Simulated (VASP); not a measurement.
Crystal: Te3O2.

```
Te O
1.0
     6.10759    0.00000    0.00000
    -3.05379    5.28932    0.00000
     0.00000    0.00000    3.67507
Te O
3 2
Direct
  0.50000 0.00000 0.50000
  0.00000 0.50000 0.50000
  0.50000 0.50000 0.50000
  0.00000 0.00000 0.17035
  0.00000 0.00000 0.82965
```

The cell was built from a structure type or drawn by symmetry, and may not be a known phase.

| Item | Value |
| --- | --- |
| Program | VASP 6.6.1 |
| Task | relaxation of cell and atoms |
| Functional | PBE |
| Potentials or basis | VASP PAW PBE potentials, release 64 (Te, O) |
| Cutoff | 600 eV |
| k mesh | 3 × 3 × 6 |
| Occupations | gaussian, width 0.1 eV |
| Spin | no spin polarisation |

At the start: pressure 0.3 GPa; volume 23.74 Å³/atom.

Question: Where does the relaxation end?

Answer: Over 23 steps the energy falls by 15.8 meV/atom and the volume is 23.85 Å³/atom (+0.5 %); space group P6/mmm (No. 191, to 0.1 Å) before and after.

The path:
```
step  energy change (eV)  largest force (eV/Å)  pressure (GPa)  volume (Å³)
   1              0.0000                1.5426            0.28       118.72
   2              0.2620                3.6907           -4.02       119.41
   3             -0.0267                0.2795           -0.98       118.87
   4             -0.0269                0.1572           -0.91       118.86
   5             -0.0269                0.1285           -0.88       118.86
   6             -0.0419                0.0743           -0.07       117.02
   7             -0.0461                0.0558            0.33       115.96
   8             -0.0444                0.0163            1.30       113.84
   9             -0.0471                0.0394            0.67       115.21
  10             -0.0578                0.4256            0.41       115.58
  11             -0.0605                0.7223            0.27       115.85
  12             -0.0634                0.6646            0.35       116.00
  13             -0.0681                0.4840            0.60       116.42
  14             -0.0711                0.3042            0.66       116.56
  15             -0.0737                0.2767            0.85       116.97
  16             -0.0740                0.1234            0.79       116.87
  17             -0.0756                0.0694            0.61       117.23
  18             -0.0776                0.0909            0.08       118.32
  19             -0.0776                0.1037            0.03       118.41
  20             -0.0779                0.0431            0.03       118.55
  21             -0.0782                0.0902            0.08       118.85
  22             -0.0784                0.0718            0.03       118.95
  23             -0.0789                0.0202           -0.03       119.26
```

Final structure:
```
CELL_PARAMETERS angstrom
5.96742 0.00000 0.00000
-2.98371 5.16793 0.00000
0.00000 0.00000 3.86730
ATOMIC_POSITIONS crystal
Te 0.50000 0.00000 0.50000
Te 0.00000 0.50000 0.50000
Te 0.50000 0.50000 0.50000
O 0.00000 0.00000 0.16745
O 0.00000 0.00000 0.83255
```

Caveat: the k points lie up to 0.41 Å⁻¹ apart in the final cell, too coarse for converged energies and pressures of a metal; the standard files for N, O and F lose accuracy on very short bonds.
